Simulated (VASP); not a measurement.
# MoS2 in VASP: further runs, part 3 of 3

VASP 6.6.1. Earlier steps stand in the parts before.

## (4) Single point, PBE (atoms moved at random)

Contents of INCAR:

```
SYSTEM = MoS2
PREC = Accurate
ENCUT = 520
EDIFF = 1E-6
ISMEAR = -1
SIGMA = 0.05
LREAL = .False.
LASPH = .True.
NELM = 80
ALGO = Normal
ISIF = 2
LWAVE = .False.
LCHARG = .False.
GGA = PE
NBANDS = 20
```

Contents of KPOINTS:

```
regular mesh
0
Gamma
  8 8 8
  0 0 0
```

Contents of POSCAR:

```
MoS2
1.0
    0.0000000000      2.9959514200      2.9959514200
    2.9959514200      0.0000000000      2.9959514200
    2.9959514200      2.9959514200      0.0000000000
Mo S
1 2
Direct
    0.0018070000      0.0129440000      0.0051520000
    0.2443390000      0.2492240000      0.2572080000
    0.7474560000      0.7556850000      0.7482480000
```

Potentials or basis: VASP PAW PBE potentials, release 64 (Mo_sv, S).

On the command line:

```
> cat potpaw_PBE.64/Mo_sv/POTCAR potpaw_PBE.64/S/POTCAR > POTCAR
> mpirun -np 1 vasp_std > vasp.out
```

OUTCAR:

```text
SYSTEM = MoS2
   PREC = Accurate
   ENCUT = 520
   EDIFF = 1E-6
   ISMEAR = -1
   LREAL = .False.
   LASPH = .True.
   NELM = 80
   ISIF = 2
   GGA = PE

 ion  position               nearest neighbor table
   1  0.002  0.013  0.005-   2 2.53   3 2.57   3 2.57   3 2.58   2 2.59   2 2.62   2 2.64   3 2.66

   2  0.244  0.249  0.257-   1 2.53   1 2.59   1 2.62   1 2.64
   3  0.747  0.756  0.748-   1 2.57   1 2.57   1 2.58   1 2.66

  LATTYP: Found a face centered cubic cell.
 ALAT       =     5.9919028400

  Lattice vectors:

 A1 = (   0.0000000000,   2.9959514200,   2.9959514200)
 A2 = (   2.9959514200,   0.0000000000,   2.9959514200)
 A3 = (   2.9959514200,   2.9959514200,   0.0000000000)

Analysis of symmetry for initial positions (statically):
=====================================================================
 Subroutine PRICEL returns:
 Original cell was already a primitive cell.

 Routine SETGRP: Setting up the symmetry group for a
 face centered cubic supercell.

 Subroutine GETGRP returns: Found  1 space group operations
 (whereof  1 operations were pure point group operations)
 out of a pool of 48 trial point group operations.

The static configuration has the point symmetry C_1 .

Analysis of symmetry for dynamics (positions and initial velocities):
=====================================================================
 Subroutine PRICEL returns:
 Original cell was already a primitive cell.

 Routine SETGRP: Setting up the symmetry group for a
 face centered cubic supercell.

 Subroutine GETGRP returns: Found  1 space group operations
 (whereof  1 operations were pure point group operations)
 out of a pool of 48 trial point group operations.

The dynamic configuration has the point symmetry C_1 .

 Subroutine INISYM returns: Found  1 space group operations
 (whereof  1 operations are pure point group operations),
 and found     1 'primitive' translations

----------------------------------------------------------------------------------------

                                     Primitive cell

  volume of cell :      53.7817

  direct lattice vectors                    reciprocal lattice vectors
     0.000000000  2.995951420  2.995951420    -0.166891892  0.166891892  0.166891892
     2.995951420  0.000000000  2.995951420     0.166891892 -0.166891892  0.166891892
     2.995951420  2.995951420  0.000000000     0.166891892  0.166891892 -0.166891892

  length of vectors
     4.236915130  4.236915130  4.236915130     0.289065236  0.289065236  0.289065236

  position of ions in fractional coordinates (direct lattice)
     0.001807000  0.012944000  0.005152000
     0.244339000  0.249224000  0.257208000
     0.747456000  0.755685000  0.748248000

  ion indices of the primitive-cell ions
   primitive index   ion index
                 1           1
                 2           2
                 3           3

----------------------------------------------------------------------------------------

 KPOINTS: regular mesh

Automatic generation of k-mesh.
 Grid dimensions read from file:
 generate k-points for:    8    8    8

 Generating k-lattice:

  Cartesian coordinates                     Fractional coordinates (reciprocal lattice)
    -0.020861486  0.020861486  0.020861486     0.125000000  0.000000000  0.000000000
     0.020861486 -0.020861486  0.020861486     0.000000000  0.125000000  0.000000000
     0.020861486  0.020861486 -0.020861486     0.000000000  0.000000000  0.125000000

  Length of vectors
     0.036133154  0.036133154  0.036133154

  Shift w.r.t. Gamma in fractional coordinates (k-lattice)
     0.000000000  0.000000000  0.000000000

 Subroutine IBZKPT returns following result:
 ===========================================

 Found    260 irreducible k-points:

 Following reciprocal coordinates:
            Coordinates               Weight
  0.000000  0.000000  0.000000      1.000000
  0.125000  0.000000  0.000000      2.000000
  0.000000  0.125000  0.000000      2.000000
  0.000000  0.000000  0.125000      2.000000
  0.125000  0.125000  0.125000      2.000000
  0.250000  0.000000  0.000000      2.000000
[... 16 lines left out ...]
  0.125000  0.000000  0.250000      2.000000
  0.125000  0.125000 -0.125000      2.000000
 [... further k-points ...]
   k-points           NKPTS =    260   k-points in BZ     NKDIM =    260   number of bands    NBANDS=     20
   number of dos      NEDOS =    301   number of ions     NIONS =      3
   total plane-waves  NPLWV =  32768
   dimension x,y,z NGX =    32 NGY =   32 NGZ =   32
   dimension x,y,z NGXF=    64 NGYF=   64 NGZF=   64
   ions per type =               1   2
   NGX,Y,Z   is equivalent  to a cutoff of  12.56, 12.56, 12.56 a.u.
   NGXF,Y,Z  is equivalent  to a cutoff of  25.11, 25.11, 25.11 a.u.
 SYSTEM =  MoS2
   PREC   = accura    normal or accurate (medium, high low for compatibility)
   ISTART =      0    job   : 0-new  1-cont  2-samecut
   ICHARG =      2    charge: 1-file 2-atom 10-const
   ISPIN  =      1    spin polarized calculation?
   LNONCOLLINEAR =      F non collinear calculations
   LSORBIT =      F    spin-orbit coupling
   LASPH  =      T    aspherical Exc in radial PAW
   ENCUT  =  520.0 eV  38.22 Ry    6.18 a.u.   7.88  7.88  7.88*2*pi/ulx,y,z
   NELM   =     80;   NELMIN=  2; NELMDL= -5     # of ELM steps
   EDIFF  = 0.1E-05   stopping-criterion for ELM
   LREAL  =      F    real-space projection
   EDIFFG = 0.1E-04   stopping-criterion for IOM
   NSW    =      0    number of steps for IOM
   IBRION =     -1    ionic relax: 0-MD 1-quasi-New 2-CG
   NFREE  =      0    steps in history (QN), initial steepest desc. (CG)
   ISIF   =      2    stress and relaxation
   ISYM   =      2    0-nonsym 1-usesym 2-fastsym
   POTIM  = 0.5000    time-step for ionic-motion
   TEBEG  =    0.0;   TEEND  =   0.0 temperature during run
   PSTRESS=    0.0 pullay stress
   NELECT =      26.0000    total number of electrons
   NUPDOWN=      -1.0000    fix difference up-down
   EMIN   =  10.00;   EMAX   =-10.00  energy-range for DOS
   EFERMI =   0.00;   METHOD = LEGACY
   ISMEAR =    -1;   SIGMA  =   0.05  broadening in eV -4-tet -1-fermi 0-gaus
   EFERMI_NEDOS =   21; number of points for ismear=-14 and -15
   IALGO  =     38    algorithm
   IMIX   =      4    mixing-type and parameters
     AMIX     =   0.40;   BMIX     =  1.00
     AMIX_MAG =   1.60;   BMIX_MAG =  1.00
  volume/ion in A,a.u.               =      17.93       120.98
  Fermi-wavevector in a.u.,A,eV,Ry     =   1.284856  2.428026 22.461251  1.650855
  Thomas-Fermi vector in A             =   2.417025
   LORBIT       =      0    0 simple, 1 ext, 2 COOP (PROOUT), +10 PAW based schemes
   GGA     = PE    functional components
[... 5 lines left out ...]
 non-spin polarized calculation
  energy-cutoff  :      520.00
  volume of cell :       53.78
 maximum number of plane-waves:      1459
   NGX = 15   NGY = 15   NGZ = 15

 number of electron      26.0000000 magnetization

 Free energy of the ion-electron system (eV)
  ---------------------------------------------------
  ext. energy  EPLUGINS =         0.00000000
  ---------------------------------------------------
  free energy    TOTEN  =       -19.51872205 eV

  energy without entropy =      -19.47979758  energy(sigma->0) =      -19.49925982

 E-fermi :   7.5447     XC(G=0): -10.9293

 val. band max:        7.5396172550   @ k =   0.0000   0.3750   0.5000
 cond. band min:       7.5448301253   @ k =   0.3750   0.0000   0.5000
 fundamental gap:      0.0052128703
 Fermi energy:         7.5446792824

 k-point     1 :       0.0000    0.0000    0.0000
  band No.  band energies     occupation
      1     -53.6380      2.00000
      2     -27.7007      2.00000
      3     -27.7001      2.00000
      4     -27.6990      2.00000
      5      -7.3737      2.00000
      6      -3.3107      2.00000
[... 12 lines left out ...]
     19      12.7200      0.00000
     20      12.7593      0.00000

 k-point     2 :       0.1250    0.0000    0.0000
  band No.  band energies     occupation
      1     -53.6378      2.00000
      2     -27.7041      2.00000
      3     -27.7010      2.00000
      4     -27.6999      2.00000
      5      -7.2308      2.00000
      6      -3.5842      2.00000
[... 12 lines left out ...]
     19      13.3536      0.00000
     20      13.6461      0.00000
[... 465 lines left out ...]
      3     -27.7035      2.00000
      4     -27.7026      2.00000
      5      -6.8661      2.00000
      6      -4.1063      2.00000
[... 12 lines left out ...]
     19      14.8831      0.00000
     20      15.3314      0.00000

 k-point    24 :       0.1250    0.1250   -0.1250
  band No.  band energies     occupation
      1     -53.6375      2.00000
      2     -27.7108      2.00000
      3     -27.7035      2.00000
      4     -27.7028      2.00000
      5      -6.8669      2.00000
      6      -4.1066      2.00000
[... 12 lines left out ...]
     19      14.9037      0.00000
     20      15.3269      0.00000

 [... further k-points ...]
[... 5 lines left out ...]
  --------------------------------------------------------------------------------------
  -------------------------------------------------------------------------------------
  Total       -2.3227433     -2.3373910     -2.2996709      0.1722212      0.0304741      0.0251531
  in kB      -69.1954441    -69.6318042    -68.5081072      5.1305393      0.9078354      0.7493206
  external PRESSURE =     -69.1117852 kB  Pullay stress =       0.0000000 kB

 VOLUME and BASIS-vectors are now :
 -----------------------------------------------------------------------------
  energy-cutoff  :      520.00
  volume of cell :       53.78
      direct lattice vectors                 reciprocal lattice vectors
     0.000000000  2.995951420  2.995951420    -0.166891892  0.166891892  0.166891892
     2.995951420  0.000000000  2.995951420     0.166891892 -0.166891892  0.166891892
     2.995951420  2.995951420  0.000000000     0.166891892  0.166891892 -0.166891892

 POSITION                                       TOTAL-FORCE (eV/Angst)
 -----------------------------------------------------------------------------------
      0.05421      0.02085      0.04419         0.031020      0.004653      0.056619
      1.51725      1.50261      1.47869        -0.023837     -0.029854      0.075141
      4.50571      4.48106      4.50334        -0.007183      0.025200     -0.131760
 -----------------------------------------------------------------------------------
    total drift:                               -0.000034      0.000089      0.000084

  FREE ENERGIE OF THE ION-ELECTRON SYSTEM (eV)
  ---------------------------------------------------
  free  energy   TOTEN  =       -19.5187220527 eV

  energy  without entropy=      -19.4797975844  energy(sigma->0) =      -19.49925982
```

Run time: 1.9 min. Hardware: 1 thread of Intel Xeon Platinum 8375C at 2.90GHz (Ice Lake), shared host; peak memory 0.37 GiB.

What came out:

* Free energy: -19.5187 eV
* Pressure: -6.9 GPa
* Largest force: 0.134 eV/Å
* Band gap on the k mesh: zero (band 13 reaches 7.94 eV, above the bottom of band 14 at 7.13 eV)

Forces on the atoms (eV/Å):
```
Mo   0.031  0.005  0.057
S   -0.024 -0.030  0.075
S   -0.007  0.025 -0.132
```

Levels at points of the mesh, in eV from the Fermi level:
```
           k point  band 10  band 11  band 12  band 13  band 14  band 15  band 16  band 17
(0.00, 0.00, 0.00)    -1.01    -0.94    -0.56    -0.45    -0.38     3.77     3.78     3.85
(0.50, 0.00, 0.00)    -2.94    -2.86    -2.72    -0.41    -0.39     1.31     3.56     3.64
(0.00, 0.50, 0.00)    -2.95    -2.82    -2.72    -0.41    -0.39     1.30     3.58     3.64
(0.00, 0.00, 0.50)    -2.91    -2.86    -2.83    -0.42    -0.41     1.34     3.54     3.58
(0.50, 0.50, 0.50)    -2.93    -2.85    -2.73    -0.44    -0.40     1.33     3.55     3.63
(0.50, 0.50, 0.00)    -2.42    -2.30    -0.57     0.05     0.73     1.49     3.06     3.24
(0.00, 0.50, 0.50)    -2.38    -2.35    -0.57     0.05     0.75     1.46     3.13     3.16
(0.50, 0.00, 0.50)    -2.39    -2.35    -0.57     0.05     0.77     1.43     3.12     3.17
```

Caveat: the cell differs from its parent crystal (atoms moved at random).

## (5) Summary

| cell | gap on the mesh (eV) | pressure (GPa) |
| --- | --- | --- |
| a = 4.293 Å, angles 60.0°, 3 atoms | none | -10.7 |
| a = 4.320 Å, angles 60.0°, 3 atoms | none | -12.2 |
| a = 4.237 Å, angles 60.0°, 3 atoms | none | -6.9 |

Alike in all rows: task single point; level PBE; potentials or basis VASP PAW PBE potentials, release 64 (Mo_sv, S); no spin polarisation; k mesh 8 × 8 × 8; cutoff (eV) 520; smearing fermi-dirac 0.05 eV.

Total energies depend on the potentials used, so only differences within one code and one set of settings carry meaning.
